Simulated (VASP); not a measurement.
Input of a VASP 6.6.1 run:

The input INCAR:

```
PREC = Accurate ; ENCUT = 600
EDIFF = 1E-7 ; ISMEAR = 0
SIGMA = 0.1 ; LREAL = F
LASPH = T ; NELM = 60
ALGO = Fast ; ISIF = 3
LWAVE = F ; LCHARG = F
GGA = PE ; IBRION = 2
NSW = 90 ; EDIFFG = -0.04
```

The input KPOINTS:

```
Automatic mesh
0
Gamma
  6 6 6
```

File POSCAR:

```
Tl2Ru
1.0
   -1.9123249542      1.9123249542      4.6911721532
    1.9123249542     -1.9123249542      4.6911721532
    1.9123249542      1.9123249542     -4.6911721532
Tl Ru
2 1
Direct
    0.6650000000      0.6650000000      0.0000000000
    0.3350000000      0.3350000000      0.0000000000
    0.0000000000      0.0000000000      0.0000000000
```

Potentials or basis: VASP PAW PBE potentials, release 64 (Tl_d, Ru_pv).

Launch:

```bash
$ cat potpaw_PBE.64/Tl_d/POTCAR potpaw_PBE.64/Ru_pv/POTCAR > POTCAR
$ mpirun -np 1 vasp_std > vasp.out
```

Question: Estimate the relaxed cell.

Answer: a = 6.247 Å, b = 6.247 Å, c = 6.247 Å, α = 148.52°, β = 148.52°, γ = 45.11°.

Question: Predict the space group after relaxing (to 0.05 Å).

Answer: I4/mmm (No. 139).

Question: Predict the band gap on the k mesh.

Answer: Zero (band 20 reaches 8.33 eV, above the bottom of band 21 at 8.09 eV).

Question: What does it give for the relaxed volume?

Answer: 22.09 Å³/atom.

Stress tensor (GPa, compression positive):
```
 0.14  0.00  0.00
 0.00  0.14  0.00
 0.00  0.00 -0.04
```

Caveat: the k points lie up to 0.44 Å⁻¹ apart in the final cell; spin-orbit coupling is left out, which moves the levels of the heavy elements.
